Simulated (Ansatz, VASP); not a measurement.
Al: VASP beside Ansatz

```
CELL_PARAMETERS angstrom
0.00000 2.03410 2.02398
2.02398 0.00000 2.02398
2.02398 2.03410 0.00000
ATOMIC_POSITIONS crystal
Al 0.00000 0.00000 0.00000
```

Change from the starting cell: strain +0.0050 x Voigt [0, 1, 0, 0, 0, 0], atoms carried along.

Alike in both runs: task single point; functional PBEsol; k mesh 20 × 20 × 20; occupations gaussian, width 0.15 eV; no spin polarisation.

|  | VASP | Ansatz |
| --- | --- | --- |
| version | VASP 6.6.1 | Ansatz 0.2.0 |
| potentials or method | VASP PAW PBE potentials, release 64 (Al), cutoff 520 eV | scalar-relativistic, plane waves, PAW |
| valence electrons in the cell | 3 | 3 |

|  | VASP | Ansatz | Ansatz less VASP |
| --- | --- | --- | --- |
| gap on the k mesh at the Fermi level (eV) | none | none | - |
| pressure (GPa) | -2.2 | -2.3 | -0.05 |

VASP's potentials were made for PBE, not for PBEsol. A gap of «none» marks a metal or a gap that the smearing closes. The functional is the same, so the differences come from potentials, cutoffs and numerics.
